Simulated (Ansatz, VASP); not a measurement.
**One calculation of HfO2, two programs**

```
CELL_PARAMETERS angstrom
4.88129 0.00000 0.00000
0.00000 4.88129 0.00000
0.00000 0.00000 3.23803
ATOMIC_POSITIONS crystal
Hf 0.00000 0.00000 0.94673
Hf 0.50000 0.50000 0.50000
O 0.19484 0.80516 0.50000
O 0.30516 0.30516 0.00000
O 0.69484 0.69484 0.00000
O 0.80516 0.19484 0.50000
```

Alike in both runs: task single point; functional PBE; k mesh 6 × 6 × 8; occupations gaussian, width 0.05 eV; no spin polarisation.

|  | VASP | Ansatz |
| --- | --- | --- |
| version | VASP 6.6.1 | Ansatz 0.2.0 |
| potentials or method | VASP PAW PBE potentials, release 64 (Hf_pv, O), cutoff 520 eV | scalar-relativistic, plane waves, PAW |
| valence electrons in the cell | 44 | 76 |

VASP gave:

```
gap on the k mesh at the Fermi level (eV)                     : 3.97
least direct gap on the mesh (eV)                             : 3.97
pressure (GPa)                                                : -0.9
traceless stress, the component that is largest in VASP (GPa) : -1.69
rms of the force components (eV/Å)                            : 0.428
```

What did Ansatz give for the same quantities?

gap on the k mesh at the Fermi level (eV): 4.03; least direct gap on the mesh (eV): 4.03; pressure (GPa): 1.8; traceless stress, the component that is largest in VASP (GPa): -1.71; rms of the force components (eV/Å): 0.442.

Atom by atom the forces differ by 0.026 eV/Å (rms over components). VASP's potentials hold 44 valence electrons a cell and Ansatz's 76, so a difference there can come from the potentials and not from the codes.

Spin-orbit coupling is off throughout.
